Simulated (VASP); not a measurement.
Input of a VASP 6.6.1 run:

File INCAR:

```
SYSTEM = TiCo
  PREC = Accurate
  ENCUT = 520
  EDIFF = 1E-6
  ISMEAR = -1
  SIGMA = 0.03
  LREAL = .False.
  LASPH = .True.
  NELM = 150
  ALGO = Normal
  ISIF = 2
  LWAVE = .False.
  LCHARG = .False.
  ISPIN = 2
  MAGMOM = 0 0 1 -1
  LORBIT = 11
  LMAXMIX = 4
  GGA = PE
  NBANDS = 33
```

File KPOINTS:

```
Automatic mesh
0
Gamma
  12 12 12
  0 0 0
```

POSCAR

```
TiCo
1.0
    2.9861109900      2.9861109900      0.0000000000
    2.9861109900      0.0000000000      2.9861109900
    2.9861109900      0.0000000000     -2.9861109900
Ti Co
2 2
Direct
    0.0000000000      0.0000000000      0.0000000000
    0.0000000000      0.5000000000      0.5000000000
    0.5000000000      0.2500000000      0.7500000000
    0.5000000000      0.7500000000      0.2500000000
```

Potentials or basis: VASP PAW PBE potentials, release 64 (Ti_sv, Co).

Command:

```sh
$ cat potpaw_PBE.64/Ti_sv/POTCAR potpaw_PBE.64/Co/POTCAR > POTCAR
$ mpirun -np 1 vasp_std > vasp.out
```

Q: What does it give for the pressure?

A: -1.9 GPa.

Q: Predict the net moment.

A: 0.00 μB per cell.
